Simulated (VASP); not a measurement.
Runs of VASP 6.6.1 on BP. The structure is that of space group R-3m (No. 166), or close to it. The cells are those of the table. 

```tsv
task	cell	k mesh	cutoff (eV)	gap on the mesh (eV)	pressure (GPa)	largest force (eV/Å)
single point	a = 3.838 Å, angles 73.4°, 4 atoms	12 × 12 × 12	520	none	-0.1	0.03
relaxation of cell and atoms	relaxed from a = 4.147 Å, angles 70.8°, 4 atoms	6 × 6 × 6	600	none	-0.1	0.04
single point	a = 4.147 Å, angles 70.8°, 4 atoms	6 × 6 × 6	520	none	-9.9	(a)
single point	a = 3.850 Å, angles 73.2°, 4 atoms	6 × 6 × 6	520	none	-0.3	0.03
```

Alike in all rows: level PBE; potentials or basis VASP PAW PBE potentials, release 64 (B, P); no spin polarisation; smearing gaussian 0.1 eV.

Fill in the values left out.

(a) 3.46.

Caveats: forces of over 1 eV/Å act on the atoms, so gaps and moduli don't describe the material at rest (some runs).

A gap of «none» marks levels without a gap at the run's occupations.
